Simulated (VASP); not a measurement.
Write the native input for VASP 6.6.1 that does the following.

* Task: single point
* Functional: PBE
* Potentials or basis: VASP PAW PBE potentials, release 64 (Mg, Te, O)
* Cutoff: 520 eV
* k mesh: 4 × 4 × 4
* Occupations: gaussian, width 0.1 eV
* Spin: no spin polarisation
* Dipole correction: no
* Further INCAR settings: ALGO = Normal; EDIFF = 1e-07; NBANDS = 23

The structure of Mg2Te3O lies in POSCAR:

```
Mg2Te3O
1.0
    3.3210010387     -5.6446237164      0.0000000000
    3.3210010387      5.6446237164      0.0000000000
    0.0000000000      0.0000000000      4.8840012046
Mg Te O
2 3 1
Direct
    0.7172591912      0.7172591912      0.5000000000
    0.2827408088      0.2827408088      0.5000000000
    0.7223115598      0.2776884402      0.5000000000
    0.2776884402      0.7223115598      0.5000000000
    0.0000000000      0.0000000000      0.0000000000
    0.0000000000      0.0000000000      0.5000000000
```

The cell was generated, and may not be a known phase.

The input as run:

INCAR

```
PREC = Accurate
ENCUT = 520
EDIFF = 1E-7
ISMEAR = 0
SIGMA = 0.1
LREAL = False
LASPH = True
NELM = 80
ALGO = Normal
ISIF = 2
LWAVE = False
LCHARG = False
GGA = PE
NBANDS = 23
```

KPOINTS

```
regular mesh
0
Gamma
  4 4 4
```

Potentials or basis: VASP PAW PBE potentials, release 64 (Mg, Te, O).

Launch:

```sh
$ cat potpaw_PBE.64/Mg/POTCAR potpaw_PBE.64/Te/POTCAR potpaw_PBE.64/O/POTCAR > POTCAR
$ mpirun -np 1 vasp_std > vasp.out
```

It gave:

| Property | Result |
| --- | --- |
| Pressure | -0.1 GPa |
| Largest force | 0.015 eV/Å |
| Band gap on the k mesh | zero (bands 14 and 15 overlap by 0.50 eV) |

Caveat: semilocal functionals underestimate gaps, and a narrow one can read as zero; spin-orbit coupling is left out, which moves the levels of the heavy elements.

Run time: 3.3 min on 1 thread of Intel Xeon 8259CL (shared host), peak memory 0.34 GiB.
